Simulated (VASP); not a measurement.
Write the native input for VASP 6.6.1 that does the following.

```
Task                   : single point
Functional             : PBE
Potentials or basis    : VASP PAW PBE potentials, release 64 (W_sv, Se)
Cutoff                 : 520 eV
k mesh                 : 12 × 12 × 12
Occupations            : gaussian, width 0.1 eV
Spin                   : collinear spin
Starting moments       : [1.0, 0.0] μB
Hubbard terms          : W d U = 6.2 eV
Dipole correction      : no
Further INCAR settings : ALGO = Normal; EDIFF = 1e-06; NBANDS = 21
```

The structure of WSe lies in POSCAR:

```
WSe
1.0
    3.5007105790      0.0000000000      0.0000000000
    0.0000000000      3.5007105790      0.0000000000
    0.0000000000      0.0000000000      3.5007105790
W Se
1 1
Direct
    0.0000000000      0.0000000000      0.0000000000
    0.5000000000      0.5000000000      0.5000000000
```

The input as run:

INCAR

```
SYSTEM = WSe
PREC     = Accurate       ! precision mode
ENCUT    = 520            ! plane-wave cutoff, eV
EDIFF    = 1E-6           ! SCF threshold, eV
ISMEAR   = 0              ! smearing method
SIGMA    = 0.1            ! smearing width, eV
LREAL    = .False.        ! projectors in reciprocal space
LASPH    = .True.         ! aspherical terms in the spheres
NELM     = 150            ! most SCF steps
ALGO     = Normal         ! electronic algorithm
ISIF     = 2              ! what is computed and relaxed
LWAVE    = .False.        ! write WAVECAR
LCHARG   = .True.         ! write CHGCAR
ISPIN    = 2              ! spin polarisation
MAGMOM   = 1 0            ! initial moments
LORBIT   = 11             ! projections on sites
LMAXMIX  = 4              ! l up to which the mixer works
LDAU     = .True.         ! DFT+U
LDAUTYPE = 2            
LDAUL    = 2 -1           ! shell
LDAUU    = 6.2 0          ! U, eV
LDAUJ    = 0 0          
LDAUPRINT= 1            
GGA      = PE             ! functional
LELF     = .True.         ! ELF
LVHAR    = .True.       
NBANDS   = 21             ! bands
```

KPOINTS

```
regular mesh
0
Gamma
  12 12 12
  0 0 0
```

Potentials or basis: VASP PAW PBE potentials, release 64 (W_sv, Se).

Launch:

```console
$ cat potpaw_PBE.64/W_sv/POTCAR potpaw_PBE.64/Se/POTCAR > POTCAR
$ mpirun -np 1 vasp_std > vasp.out
```

It gave:

The pressure is -15.9 GPa. The net moment is 2.29 μB per cell and the site moments are W +2.12; Se -0.25 μB. The valence electrons inside the program's atomic spheres are W 11.52; Se 3.71.

Caveat: the cell stands under tension.

Wall time 58 s on 1 thread of AMD EPYC 9R45 96-Core Processor (Zen 5), with other jobs on the host, peak memory 0.22 GiB.
